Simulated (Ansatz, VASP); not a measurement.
# Ti2B2Os in VASP and in Ansatz

```
Ti B Os
1.0
     3.98688    0.00000    0.00000
    -1.99344    3.45274    0.00000
     0.00000    0.00000    4.70314
Ti B Os
2 2 1
Direct
  0.66667 0.33333 0.00000
  0.66667 0.33333 0.50000
  0.00000 0.00000 0.30304
  0.00000 0.00000 0.69696
  0.33333 0.66667 0.00000
```

Alike in both runs: functional PBE; k mesh 6 × 6 × 4; occupations gaussian, width 0.1 eV; no spin polarisation.

Ansatz relaxed the structure, and its values are those at the end. VASP's run is a single point on that final structure, the one shown.

```csv
,VASP,Ansatz
version,VASP 6.6.1,Ansatz 0.2.0
potentials or method,"VASP PAW PBE potentials, release 64 (Ti_sv, B, Os_sv_GW), cutoff 560 eV","scalar-relativistic, plane waves, PAW"
valence electrons in the cell,46,46
```

```csv
,VASP,Ansatz,Ansatz less VASP
gap on the k mesh at the Fermi level (eV),none,none,-
pressure (GPa),-0.2,0.0,+0.23
```

A gap of «none» marks a metal or a gap that the smearing closes. With one functional, cell and mesh, what is left measures potentials, basis and numerics.

Neither program's run includes spin-orbit coupling.
